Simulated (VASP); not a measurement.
# BN (F-43m) in VASP: a series of runs, part 2 of 2

VASP 6.6.1.

## Step 3: Single point, PBE

Input file INCAR:

```
SYSTEM = BN
PREC = Accurate
ENCUT = 600
EDIFF = 1E-6
ISMEAR = 0
SIGMA = 0.01
LREAL = .FALSE.
LASPH = .TRUE.
NELM = 120
ALGO = Normal
ISIF = 2
LWAVE = .FALSE.
LCHARG = .TRUE.
GGA = PE
LELF = .TRUE.
LVHAR = .TRUE.
NBANDS = 11
GGA_COMPAT = .FALSE.
```

Input file KPOINTS:

```
Automatic mesh
0
G
  3 3 3
  0 0 0
```

Input file POSCAR:

```
BN
1.0
    0.0000000000      1.8080000000      1.8080000000
    1.8080000000      0.0000000000      1.8080000000
    1.8080000000      1.8080000000      0.0000000000
B N
1 1
Direct
    0.0000000000      0.0000000000      0.0000000000
    0.2500000000      0.2500000000      0.2500000000
```

Potentials or basis: VASP PAW PBE potentials, release 64 (B, N).

On the command line:

```console
$ cat potpaw_PBE.64/B/POTCAR potpaw_PBE.64/N/POTCAR > POTCAR
$ mpirun -np 1 vasp_std > vasp.out
```

OUTCAR:

```text
SYSTEM = BN
   PREC = Accurate
   ENCUT = 600
   EDIFF = 1E-6
   ISMEAR = 0
   LREAL = .FALSE.
   LASPH = .TRUE.
   NELM = 120
   ISIF = 2
   GGA = PE

 ion  position               nearest neighbor table
   1  0.000  0.000  0.000-   2 1.57   2 1.57   2 1.57   2 1.57
   2  0.250  0.250  0.250-   1 1.57   1 1.57   1 1.57   1 1.57

  LATTYP: Found a face centered cubic cell.
 ALAT       =     3.6160000000

  Lattice vectors:

 A1 = (   0.0000000000,   1.8080000000,   1.8080000000)
 A2 = (   1.8080000000,   0.0000000000,   1.8080000000)
 A3 = (   1.8080000000,   1.8080000000,   0.0000000000)

Analysis of symmetry for initial positions (statically):
=====================================================================
 Subroutine PRICEL returns:
 Original cell was already a primitive cell.

 Routine SETGRP: Setting up the symmetry group for a
 face centered cubic supercell.

 Subroutine GETGRP returns: Found 24 space group operations
 (whereof 24 operations were pure point group operations)
 out of a pool of 48 trial point group operations.

The static configuration has the point symmetry T_d .

Analysis of symmetry for dynamics (positions and initial velocities):
=====================================================================
 Subroutine PRICEL returns:
 Original cell was already a primitive cell.

 Routine SETGRP: Setting up the symmetry group for a
 face centered cubic supercell.

 Subroutine GETGRP returns: Found 24 space group operations
 (whereof 24 operations were pure point group operations)
 out of a pool of 48 trial point group operations.

The dynamic configuration has the point symmetry T_d .

 Subroutine INISYM returns: Found 24 space group operations
 (whereof 24 operations are pure point group operations),
 and found     1 'primitive' translations

----------------------------------------------------------------------------------------

                                     Primitive cell

  volume of cell :      11.8202

  direct lattice vectors                    reciprocal lattice vectors
     0.000000000  1.808000000  1.808000000    -0.276548673  0.276548673  0.276548673
     1.808000000  0.000000000  1.808000000     0.276548673 -0.276548673  0.276548673
     1.808000000  1.808000000  0.000000000     0.276548673  0.276548673 -0.276548673

  length of vectors
     2.556898121  2.556898121  2.556898121     0.478996352  0.478996352  0.478996352

  position of ions in fractional coordinates (direct lattice)
     0.000000000  0.000000000  0.000000000
     0.250000000  0.250000000  0.250000000

  ion indices of the primitive-cell ions
   primitive index   ion index
                 1           1
                 2           2

----------------------------------------------------------------------------------------

 KPOINTS: Automatic mesh

Automatic generation of k-mesh.
 Grid dimensions read from file:
 generate k-points for:    3    3    3

 Generating k-lattice:

  Cartesian coordinates                     Fractional coordinates (reciprocal lattice)
    -0.092182891  0.092182891  0.092182891     0.333333333  0.000000000  0.000000000
     0.092182891 -0.092182891  0.092182891     0.000000000  0.333333333  0.000000000
     0.092182891  0.092182891 -0.092182891     0.000000000  0.000000000  0.333333333

  Length of vectors
     0.159665451  0.159665451  0.159665451

  Shift w.r.t. Gamma in fractional coordinates (k-lattice)
     0.000000000  0.000000000  0.000000000

 Subroutine IBZKPT returns following result:
 ===========================================

 Found      4 irreducible k-points:

 Following reciprocal coordinates:
            Coordinates               Weight
  0.000000  0.000000  0.000000      1.000000
  0.333333  0.000000  0.000000      8.000000
  0.333333  0.333333  0.000000      6.000000
 -0.333333  0.333333  0.000000     12.000000
   k-points           NKPTS =      4   k-points in BZ     NKDIM =      4   number of bands    NBANDS=     11
   number of dos      NEDOS =    301   number of ions     NIONS =      2
   total plane-waves  NPLWV =   8000
   dimension x,y,z NGX =    20 NGY =   20 NGZ =   20
   dimension x,y,z NGXF=    40 NGYF=   40 NGZF=   40
   ions per type =               1   1
   NGX,Y,Z   is equivalent  to a cutoff of  13.00, 13.00, 13.00 a.u.
   NGXF,Y,Z  is equivalent  to a cutoff of  26.01, 26.01, 26.01 a.u.
 SYSTEM =  BN
   PREC   = accura    normal or accurate (medium, high low for compatibility)
   ISTART =      0    job   : 0-new  1-cont  2-samecut
   ICHARG =      2    charge: 1-file 2-atom 10-const
   ISPIN  =      1    spin polarized calculation?
   LNONCOLLINEAR =      F non collinear calculations
   LSORBIT =      F    spin-orbit coupling
   LASPH  =      T    aspherical Exc in radial PAW
   ENCUT  =  600.0 eV  44.10 Ry    6.64 a.u.   5.11  5.11  5.11*2*pi/ulx,y,z
   NELM   =    120;   NELMIN=  2; NELMDL= -5     # of ELM steps
   EDIFF  = 0.1E-05   stopping-criterion for ELM
   LREAL  =      F    real-space projection
   EDIFFG = 0.1E-04   stopping-criterion for IOM
   NSW    =      0    number of steps for IOM
   IBRION =     -1    ionic relax: 0-MD 1-quasi-New 2-CG
   NFREE  =      0    steps in history (QN), initial steepest desc. (CG)
   ISIF   =      2    stress and relaxation
   ISYM   =      2    0-nonsym 1-usesym 2-fastsym
   POTIM  = 0.5000    time-step for ionic-motion
   TEBEG  =    0.0;   TEEND  =   0.0 temperature during run
   PSTRESS=    0.0 pullay stress
   NELECT =       8.0000    total number of electrons
   NUPDOWN=      -1.0000    fix difference up-down
   EMIN   =  10.00;   EMAX   =-10.00  energy-range for DOS
   EFERMI =   0.00;   METHOD = LEGACY
   ISMEAR =     0;   SIGMA  =   0.01  broadening in eV -4-tet -1-fermi 0-gaus
   EFERMI_NEDOS =   21; number of points for ismear=-14 and -15
   IALGO  =     38    algorithm
   IMIX   =      4    mixing-type and parameters
     AMIX     =   0.40;   BMIX     =  1.00
     AMIX_MAG =   1.60;   BMIX_MAG =  1.00
  volume/ion in A,a.u.               =       5.91        39.88
  Fermi-wavevector in a.u.,A,eV,Ry     =   1.437352  2.716201 28.109366  2.065980
  Thomas-Fermi vector in A             =   2.556439
   LORBIT       =      0    0 simple, 1 ext, 2 COOP (PROOUT), +10 PAW based schemes
   GGA     = PE    functional components
   LHFCALC =     F    Hartree Fock is set to
   AEXX    =    0.0000 exact exchange contribution
   IVDW    =     0    specifies the selected vdW correction
   LEPSILON=     F    determine dielectric tensor
   LRPA    =     F    only Hartree local field effects (RPA)
 non-spin polarized calculation
 Gauss-broadening in eV      SIGMA  =   0.01
  energy-cutoff  :      600.00
  volume of cell :       11.82
 maximum number of plane-waves:       411
   NGX = 11   NGY = 11   NGZ = 11

 number of electron       7.9999999 magnetization

 Free energy of the ion-electron system (eV)
  ---------------------------------------------------
  ext. energy  EPLUGINS =         0.00000000
  ---------------------------------------------------
  free energy    TOTEN  =       -17.08094837 eV

  energy without entropy =      -17.08094837  energy(sigma->0) =      -17.08094837

 E-fermi :   7.6195     XC(G=0): -12.7831

 val. band max:        7.5229861810   @ k =   0.0000   0.0000   0.0000
 cond. band min:      13.1279215703   @ k =   0.3333   0.3333   0.0000
 fundamental gap:      5.6049353893
 Fermi energy:         7.6195067510

 k-point     1 :       0.0000    0.0000    0.0000
  band No.  band energies     occupation
      1     -12.7519      2.00000
      2       7.5230      2.00000
      3       7.5230      2.00000
      4       7.5230      2.00000
      5      16.2358      0.00000
      6      16.2358      0.00000
      7      16.2358      0.00000
      8      17.8313      0.00000
      9      32.1582      0.00000
     10      35.1723      0.00000
     11      35.1723      0.00000

 k-point     2 :       0.3333    0.0000    0.0000
  band No.  band energies     occupation
      1     -10.2121      2.00000
      2      -0.3920      2.00000
      3       5.9458      2.00000
      4       5.9458      2.00000
      5      17.3547      0.00000
      6      18.0800      0.00000
      7      18.0800      0.00000
      8      22.0244      0.00000
      9      30.6496      0.00000
     10      31.8070      0.00000
     11      31.8070      0.00000

 k-point     3 :       0.3333    0.3333    0.0000
  band No.  band energies     occupation
      1      -9.3883      2.00000
      2       1.4310      2.00000
      3       3.4568      2.00000
      4       3.4568      2.00000
      5      13.1279      0.00000
      6      17.7294      0.00000
      7      23.0092      0.00000
      8      23.0092      0.00000
      9      26.7288      0.00000
     10      34.8317      0.00000
     11      40.2297      0.00000

 k-point     4 :      -0.3333    0.3333    0.0000
  band No.  band energies     occupation
      1      -7.3802      2.00000
      2      -0.9365      2.00000
      3       0.1002      2.00000
      4       4.0041      2.00000
      5      15.2810      0.00000
      6      21.8906      0.00000
      7      22.0349      0.00000
      8      23.5062      0.00000
      9      25.6212      0.00000
     10      32.4470      0.00000
     11      34.2259      0.00000

------------------------ aborting loop because EDIFF is reached ----------------------------------------

  FORCE on cell =-STRESS in cart. coord.  units (eV):
  Direction    XX          YY          ZZ          XY          YZ          ZX
  --------------------------------------------------------------------------------------
  -------------------------------------------------------------------------------------
  Total        0.4500544      0.4500544      0.4500544     -0.0000000      0.0000000      0.0000000
  in kB       61.0028822     61.0028822     61.0028822     -0.0000000      0.0000000      0.0000000
  external PRESSURE =      61.0028822 kB  Pullay stress =       0.0000000 kB

 VOLUME and BASIS-vectors are now :
 -----------------------------------------------------------------------------
  energy-cutoff  :      600.00
  volume of cell :       11.82
      direct lattice vectors                 reciprocal lattice vectors
     0.000000000  1.808000000  1.808000000    -0.276548673  0.276548673  0.276548673
     1.808000000  0.000000000  1.808000000     0.276548673 -0.276548673  0.276548673
     1.808000000  1.808000000  0.000000000     0.276548673  0.276548673 -0.276548673

 POSITION                                       TOTAL-FORCE (eV/Angst)
 -----------------------------------------------------------------------------------
      0.00000      0.00000      0.00000        -0.000000     -0.000000     -0.000000
      0.90400      0.90400      0.90400         0.000000      0.000000      0.000000
 -----------------------------------------------------------------------------------
    total drift:                                0.000000      0.000000      0.000000

  FREE ENERGIE OF THE ION-ELECTRON SYSTEM (eV)
  ---------------------------------------------------
  free  energy   TOTEN  =       -17.0809483708 eV

  energy  without entropy=      -17.0809483708  energy(sigma->0) =      -17.08094837
```

It took 2.7 s on 1 thread of AMD EPYC 7R13, shared host; peak memory 0.08 GiB.

Results:

```
Free energy            : -17.0809 eV
Pressure               : 6.1 GPa
Band gap on the k mesh : 5.60 eV, indirect (least direct gap 8.71 eV)
```

Caveat: the k points lie up to 1.00 Å⁻¹ apart. A k mesh can miss the band edges.
